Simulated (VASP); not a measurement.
Input of a VASP 6.6.1 run:

POSCAR

```
Sn
1.0
   -2.8666369439      2.8666369439      1.5993019889
    2.8666369439     -2.8666369439      1.5993019889
    2.8666369439      2.8666369439     -1.5993019889
Sn
2
Direct
    0.7500000000      0.2500000000      0.5000000000
    0.0000000000      0.0000000000      0.0000000000
```

File INCAR.step1:

```
PREC = Accurate
ENCUT = 520
ISMEAR = 0
SIGMA = 0.15
LREAL = False
LASPH = True
NELM = 60
NBANDS = 21
GGA = PE
ALGO = Normal
EDIFF = 1E-4
LWAVE = True
LCHARG = False
```

Contents of INCAR.step2:

```
PREC = Accurate
ENCUT = 520
EDIFF = 1E-7
ISMEAR = 0
SIGMA = 0.15
LREAL = False
LASPH = True
NELM = 60
ALGO = Normal
ISIF = 2
LWAVE = False
LCHARG = True
METAGGA = R2SCAN
LMIXTAU = True
LELF = True
LVHAR = True
NBANDS = 21
ISTART = 1
```

Contents of KPOINTS:

```
Automatic mesh
0
Gamma
  16 16 16
```

Potentials or basis: VASP PAW PBE potentials, release 64 (Sn_d).

Run with:

```sh
$ cat potpaw_PBE.64/Sn_d/POTCAR > POTCAR
$ cp INCAR.step1 INCAR
$ mpirun -np 1 vasp_std > vasp.out
$ cp INCAR.step2 INCAR
$ mpirun -np 1 vasp_std > vasp.out
```

Q: Predict the pressure.

A: 3.0 GPa.

Q: Estimate the band gap on the k mesh.

A: Zero (bands 14 and 15 overlap by 5.01 eV).

Stress tensor (GPa, compression positive):
```
3.81 0.00 0.00
0.00 3.81 0.00
0.00 0.00 1.49
```

Caveat: the cell differs from its parent crystal (strain -0.025 along x and y, +0.000 along z); the cell stands under pressure; the PAW data sets were made with another functional, which shifts forces and pressure a little; spin-orbit coupling is left out, which moves the levels of the heavy elements.
